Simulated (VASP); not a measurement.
MgO:

```
Mg O
1.0
     0.00000    2.29342    2.29342
     2.29342    0.00000    2.29342
     2.29342    2.29342    0.00000
Mg O
1 1
Direct
  0.00000 0.00000 0.00000
  0.25000 0.25000 0.25000
```

This cell differs from its parent crystal: strain +0.5%.

Base run:

- Program: VASP 6.6.1
- Functional: r2SCAN
- Potentials or basis: VASP PAW PBE potentials, release 64 (Mg, O)
- Cutoff: 660 eV
- k mesh: 10 × 10 × 10
- Occupations: gaussian, width 0.01 eV
- Spin: no spin polarisation

Its results: band gap on the k mesh 4.24 eV, direct; pressure -2.6 GPa.

Problem. The run is repeated on the same cell with these changes: functional from r2SCAN to HSE06; cutoff from 660 eV to 520 eV; k mesh from 10 × 10 × 10 to 6 × 6 × 6. What comes out?

Solution. Band gap on the k mesh 5.15 eV, direct; pressure -2.0 GPa.

Several settings changed at once, so the effect can't be laid on one alone.

Caveats: the PAW data sets were made with another functional, which shifts forces and pressure a little.

